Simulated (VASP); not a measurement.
# KNd2Sb3 (P-6m2) in VASP: further runs, part 2 of 2

VASP 6.6.1. Earlier steps stand in the parts before.

## 5. Relaxation of cell and atoms, PBE

This run uses another cell than the first one, of 37.75 Å³/atom.

Contents of INCAR:

```
SYSTEM = KNd2Sb3
PREC = Accurate ; ENCUT = 500
EDIFF = 1E-7 ; ISMEAR = 0
SIGMA = 0.01 ; LREAL = .False.
LASPH = .True. ; NELM = 200
ALGO = Normal ; ISIF = 3
LWAVE = .False. ; LCHARG = .False.
GGA = PE ; IBRION = 2
NSW = 80 ; EDIFFG = -0.001
GGA_COMPAT = .False. ; NELMIN = 4
LMAXMIX = 6
```

Contents of KPOINTS:

```
Automatic mesh
0
Gamma
  6 6 4
  0 0 0
```

Contents of POSCAR:

```
KNd2Sb3
1.0
    4.8593910493      0.0000000000      0.0000000000
   -2.4296955247      4.2083560957      0.0000000000
    0.0000000000      0.0000000000     11.0743462129
K Nd Sb
1 2 3
Direct
    0.6666666667      0.3333333333      0.0000000000
    0.3333333333      0.6666666667      0.3321520716
    0.3333333333      0.6666666667      0.6678479284
    0.0000000000      0.0000000000      0.5000000000
    0.0000000000      0.0000000000      0.7904477998
    0.0000000000      0.0000000000      0.2095522002
```

Potentials or basis: VASP PAW PBE potentials, release 64 (K_sv, Nd_3, Sb), 4f in core.

The run is started by

```console
> cat potpaw_PBE.64/K_sv/POTCAR potpaw_PBE.64/Nd_3/POTCAR potpaw_PBE.64/Sb/POTCAR > POTCAR
> mpirun -np 1 vasp_std > vasp.out
```

OUTCAR:

```text
SYSTEM = KNd2Sb3
   PREC = Accurate
   ENCUT = 500
   EDIFF = 1E-7
   ISMEAR = 0
   LREAL = .False.
   LASPH = .True.
   NELM = 200
   ISIF = 3
   GGA = PE
   IBRION = 2
   NSW = 80
   EDIFFG = -0.001
   NELMIN = 4

 ion  position               nearest neighbor table
   1  0.667  0.333  0.000-   5 3.64   6 3.64   5 3.64   6 3.64   5 3.64   6 3.64
   2  0.333  0.667  0.332-   6 3.12   6 3.12   6 3.12   4 3.37   4 3.37   4 3.37   3 3.72
   3  0.333  0.667  0.668-   5 3.12   5 3.12   5 3.12   4 3.37   4 3.37   4 3.37   2 3.72
   4  0.000  0.000  0.500-   5 3.22   6 3.22   2 3.37   3 3.37   2 3.37   3 3.37   2 3.37   3 3.37

   5  0.000  0.000  0.790-   3 3.12   3 3.12   3 3.12   4 3.22   1 3.64   1 3.64   1 3.64
   6  0.000  0.000  0.210-   2 3.12   2 3.12   2 3.12   4 3.22   1 3.64   1 3.64   1 3.64

  LATTYP: Found a hexagonal cell.
 ALAT       =     4.8593910493
 C/A-ratio  =     2.2789576102

  Lattice vectors:

 A1 = (   4.8593910493,   0.0000000000,   0.0000000000)
 A2 = (  -2.4296955247,   4.2083560957,   0.0000000000)
 A3 = (   0.0000000000,   0.0000000000,  11.0743462129)

Analysis of symmetry for initial positions (statically):
[... 180 lines left out ...]

------------------------ aborting loop because EDIFF is reached ----------------------------------------

  FORCE on cell =-STRESS in cart. coord.  units (eV):
  Direction    XX          YY          ZZ          XY          YZ          ZX
  --------------------------------------------------------------------------------------
  -------------------------------------------------------------------------------------
  Total        0.2564595      0.2564595      0.1573978     -0.0000000     -0.0000000      0.0000000
  in kB        1.8143327      1.8143327      1.1135166     -0.0000000     -0.0000000      0.0000000
  external PRESSURE =       1.5807274 kB  Pullay stress =       0.0000000 kB
[... 101 lines left out ...]
  FREE ENERGIE OF THE ION-ELECTRON SYSTEM (eV)
  ---------------------------------------------------
  free  energy   TOTEN  =       -27.5793253707 eV

  energy  without entropy=      -27.5793253707  energy(sigma->0) =      -27.57932537

[... ionic steps 4 to 11 ...]

--------------------------------------- Ionic step       12  -------------------------------------------

 number of electron      46.0000000 magnetization

------------------------ aborting loop because EDIFF is reached ----------------------------------------
[... 75 lines left out ...]
--------------------------------------- Ionic step       14  -------------------------------------------

 number of electron      46.0000000 magnetization

 Free energy of the ion-electron system (eV)
  ---------------------------------------------------
  ext. energy  EPLUGINS =         0.00000000
  ---------------------------------------------------
  free energy    TOTEN  =       -27.57936088 eV

  energy without entropy =      -27.57936088  energy(sigma->0) =      -27.57936088

 E-fermi :   3.0785     XC(G=0):  -8.4323

 val. band max:        3.0363926891   @ k =   0.3333   0.3333   0.5000
 cond. band min:       3.8179041704   @ k =   0.5000   0.0000   0.0000
 fundamental gap:      0.7815114812
 Fermi energy:         3.0785138520

 k-point     1 :       0.0000    0.0000    0.0000
  band No.  band energies     occupation
      1     -34.9397      2.00000
      2     -34.9224      2.00000
      3     -27.2556      2.00000
      4     -16.1970      2.00000
      5     -16.0641      2.00000
      6     -16.0641      2.00000
[... 652 lines left out ...]
  FREE ENERGIE OF THE ION-ELECTRON SYSTEM (eV)
  ---------------------------------------------------
  free  energy   TOTEN  =       -27.5793608776 eV

  energy  without entropy=      -27.5793608776  energy(sigma->0) =      -27.57936088

 reached required accuracy - stopping structural energy minimisation
```

CONTCAR:

```text
KNd2Sb3
   1.00000000000000
     4.8681136342108058   -0.0000000000001035    0.0000000000000000
    -2.4340568171555832    4.2159100758199255   -0.0000000000000000
     0.0000000000000000   -0.0000000000000000   11.0725416998691184
  K               Nd              Sb
     1     2     3
Direct
     0.6666666667000030    0.3333333332999970    0.0000000000000000
     0.3333333332999970    0.6666666667000030    0.3319067496904299
     0.3333333332999970    0.6666666667000030    0.6680932503095700
     0.0000000000000000    0.0000000000000000    0.5000000000000000
     0.0000000000000000    0.0000000000000000    0.7907606374601077
     0.0000000000000000    0.0000000000000000    0.2092393625398924

  0.00000000E+00  0.00000000E+00  0.00000000E+00
  0.00000000E+00  0.00000000E+00  0.00000000E+00
  0.00000000E+00  0.00000000E+00  0.00000000E+00
  0.00000000E+00  0.00000000E+00  0.00000000E+00
  0.00000000E+00  0.00000000E+00  0.00000000E+00
  0.00000000E+00  0.00000000E+00  0.00000000E+00
```

It took 10 min on 1 thread of Intel Xeon Platinum 8488C (Sapphire Rapids), shared host; peak memory 0.42 GiB.

Results:

- Free energy: -27.5794 eV
- Relaxed volume: 37.87 Å³/atom
- Relaxed cell: a = 4.868 Å, b = 4.868 Å, c = 11.073 Å, α = 90.00°, β = 90.00°, γ = 120.00°
- Space group after relaxing (to 0.1 Å): P-6m2 (No. 187)
- Energy gained by relaxing: 0.1 meV/atom
- Ionic steps: 14
- Pressure after relaxing: 0.0 GPa
- Band gap on the k mesh: 0.78 eV (least direct gap 1.09 eV)

Step by step:
| step | energy change (eV) | largest force (eV/Å) | pressure (GPa) | volume (Å³) |
| --- | --- | --- | --- | --- |
| 1 | 0.0000 | 0.0247 | 0.16 | 226.47 |
| 2 | -0.0004 | 0.0124 | -0.06 | 227.69 |
| 3 | -0.0005 | 0.0089 | 0.00 | 227.36 |
| 4 | -0.0005 | 0.0091 | 0.00 | 227.38 |
| 5 | -0.0005 | 0.0068 | 0.00 | 227.38 |
| 6 | -0.0005 | 0.0056 | 0.00 | 227.38 |
| 7 | -0.0005 | 0.0047 | 0.00 | 227.38 |
| 8 | -0.0005 | 0.0048 | 0.00 | 227.36 |
| 9 | -0.0005 | 0.0049 | 0.00 | 227.31 |
| 10 | -0.0005 | 0.0043 | 0.00 | 227.31 |
| 11 | -0.0005 | 0.0035 | -0.01 | 227.32 |
| 12 | -0.0005 | 0.0019 | 0.00 | 227.26 |
| 13 | -0.0005 | 0.0013 | 0.00 | 227.24 |
| 14 | -0.0005 | 0.0007 | 0.00 | 227.25 |

Final structure:
```
CELL_PARAMETERS angstrom
4.86811 0.00000 0.00000
-2.43406 4.21591 0.00000
0.00000 0.00000 11.07254
ATOMIC_POSITIONS crystal
K 0.66667 0.33333 0.00000
Nd 0.33333 0.66667 0.33191
Nd 0.33333 0.66667 0.66809
Sb 0.00000 0.00000 0.50000
Sb 0.00000 0.00000 0.79076
Sb 0.00000 0.00000 0.20924
```

Levels at points of the mesh, in eV from the valence-band top:
```tsv
k point	band 19	band 20	band 21	band 22	band 23	band 24	band 25	band 26	band 27
(0.00, 0.00, 0.00)	-1.64	-0.94	-0.94	-0.43	-0.43	1.32	2.12	2.12	2.59
(0.50, 0.00, 0.00)	-1.36	-1.31	-0.91	-0.73	-0.70	0.78	1.50	2.25	2.30
(0.00, 0.00, 0.50)	-0.98	-0.98	-0.88	-0.38	-0.38	1.17	1.71	2.05	2.05
(0.50, 0.00, 0.50)	-1.36	-1.09	-0.73	-0.70	-0.34	1.07	1.24	1.49	2.29
```

Caveat: spin-orbit coupling is left out, which moves the levels of the heavy elements; the 4f electrons are frozen in the core, so they carry no moment and show no levels.

## 6. Relaxation of cell and atoms, PBE

This run uses another cell than the first one, of 37.98 Å³/atom.

Contents of INCAR:

```
SYSTEM = KNd2Sb3
PREC = Accurate
ENCUT = 500
EDIFF = 1E-7
ISMEAR = 0
SIGMA = 0.02
LREAL = .False.
LASPH = .True.
NELM = 200
ALGO = Normal
ISIF = 3
LWAVE = .False.
LCHARG = .False.
GGA = PE
IBRION = 2
NSW = 100
EDIFFG = -0.01
GGA_COMPAT = .False.
NELMIN = 4
LMAXMIX = 6
```

Contents of KPOINTS:

```
regular mesh
0
Gamma
  6 6 4
  0 0 0
```

Contents of POSCAR:

```
KNd2Sb3
1.0
    4.8576286522      0.0000000000      0.0000000000
   -2.4288143261      4.2068298150      0.0000000000
    0.0000000000      0.0000000000     11.1498707762
K Nd Sb
1 2 3
Direct
    0.6666666667      0.3333333333      0.0000000000
    0.3333333333      0.6666666667      0.3335613712
    0.3333333333      0.6666666667      0.6664386288
    0.0000000000      0.0000000000      0.5000000000
    0.0000000000      0.0000000000      0.7879700323
    0.0000000000      0.0000000000      0.2120299677
```

Potentials or basis: VASP PAW PBE potentials, release 64 (K_sv, Nd_3, Sb), 4f in core.

The run is started by

```console
> cat potpaw_PBE.64/K_sv/POTCAR potpaw_PBE.64/Nd_3/POTCAR potpaw_PBE.64/Sb/POTCAR > POTCAR
> mpirun -np 1 vasp_std > vasp.out
```

It took 9.5 min on 1 thread of Intel Xeon Platinum 8488C (Sapphire Rapids), shared host; peak memory 0.42 GiB.

The run converged. Its results:

```yaml
Free_energy: -27.5794 eV
Relaxed_volume: 37.87 Å³/atom
Relaxed_cell: a = 4.868 Å, b = 4.868 Å, c = 11.072 Å, α = 90.00°, β = 90.00°, γ = 120.00°
Space_group_after_relaxing_to_0.1_Å: P-6m2 (No. 187)
Energy_gained_by_relaxing: 0.5 meV/atom
Ionic_steps: 10
Pressure_after_relaxing: 0.0 GPa
Largest_force_after_relaxing: 0.007 eV/Å
Band_gap_on_the_k_mesh: 0.78 eV (least direct gap 1.09 eV)
```

Forces in eV/Å, atoms in the order of the input:
```
K    0.000  0.000  0.000
Nd   0.000  0.000  0.007
Nd   0.000  0.000 -0.007
Sb   0.000  0.000  0.000
Sb   0.000  0.000  0.005
Sb   0.000  0.000 -0.005
```

Step by step:
```tsv
step	energy change (eV)	largest force (eV/Å)	pressure (GPa)	volume (Å³)
1	0.0000	0.0696	0.14	227.85
2	-0.0008	0.0356	-0.07	228.95
3	-0.0008	0.0350	-0.06	228.89
4	-0.0012	0.0334	-0.05	228.71
5	-0.0021	0.0372	-0.02	228.16
6	-0.0018	0.0448	0.05	227.07
7	-0.0023	0.0400	0.01	227.72
8	-0.0027	0.0250	0.00	227.58
9	-0.0028	0.0132	-0.02	227.41
10	-0.0029	0.0071	0.01	227.24
```

Final structure:
```
K Nd Sb
1.0
     4.86805    0.00000    0.00000
    -2.43402    4.21585    0.00000
     0.00000    0.00000   11.07238
K Nd Sb
1 2 3
Direct
  0.66667 0.33333 0.00000
  0.33333 0.66667 0.33185
  0.33333 0.66667 0.66815
  0.00000 0.00000 0.50000
  0.00000 0.00000 0.79071
  0.00000 0.00000 0.20929
```

Levels at points of the mesh, in eV from the valence-band top:
```tsv
k point	band 19	band 20	band 21	band 22	band 23	band 24	band 25	band 26	band 27
(0.00, 0.00, 0.00)	-1.64	-0.94	-0.94	-0.43	-0.43	1.32	2.12	2.12	2.58
(0.50, 0.00, 0.00)	-1.36	-1.31	-0.91	-0.74	-0.70	0.78	1.50	2.25	2.30
(0.00, 0.00, 0.50)	-0.98	-0.98	-0.88	-0.38	-0.38	1.17	1.71	2.05	2.05
(0.50, 0.00, 0.50)	-1.36	-1.09	-0.74	-0.70	-0.34	1.07	1.24	1.49	2.29
```

Caveat: spin-orbit coupling is left out, which moves the levels of the heavy elements; the 4f electrons are frozen in the core, so they carry no moment and show no levels. A k mesh can miss the band edges.

## 7. The runs side by side

| task | cell | smearing | gap on the mesh (eV) | pressure (GPa) | relaxed volume (Å³/atom) | largest force (eV/Å) |
| --- | --- | --- | --- | --- | --- | --- |
| single point | a = 4.926, b = 4.926, c = 11.425 Å, angles 90.0, 90.0, 120.0°, 6 atoms, atomic positions A | gaussian 0.02 eV | 0.91 | -1.2 | - | 0.02 |
| single point | a = 4.967, b = 4.967, c = 11.660 Å, angles 90.0, 90.0, 120.0°, 6 atoms, atomic positions B | gaussian 0.02 eV | 0.96 | -1.8 | - | 0.02 |
| relaxation of shape and atoms at fixed volume | relaxed from a = 4.810, b = 4.810, c = 10.962 Å, angles 90.0, 90.0, 120.0°, 6 atoms, atomic positions C | gaussian 0.02 eV | 0.69 | 0.9 | - | - |
| relaxation of cell and atoms | relaxed from a = 4.859, b = 4.859, c = 11.074 Å, angles 90.0, 90.0, 120.0°, 6 atoms, atomic positions C | gaussian 0.01 eV | 0.78 | 0.0 | 37.87 | - |
| relaxation of cell and atoms | relaxed from a = 4.858, b = 4.858, c = 11.150 Å, angles 90.0, 90.0, 120.0°, 6 atoms, atomic positions D | gaussian 0.02 eV | 0.78 | 0.0 | 37.87 | 0.01 |

Alike in all rows: level PBE; potentials or basis VASP PAW PBE potentials, release 64 (K_sv, Nd_3, Sb), 4f in core; no spin polarisation; k mesh 6 × 6 × 4; cutoff (eV) 500.

Caveats: spin-orbit coupling is left out, which moves the levels of the heavy elements; the 4f electrons are frozen in the core, so they carry no moment and show no levels.

Total energies depend on the potentials used, so only differences within one code and one set of settings carry meaning.
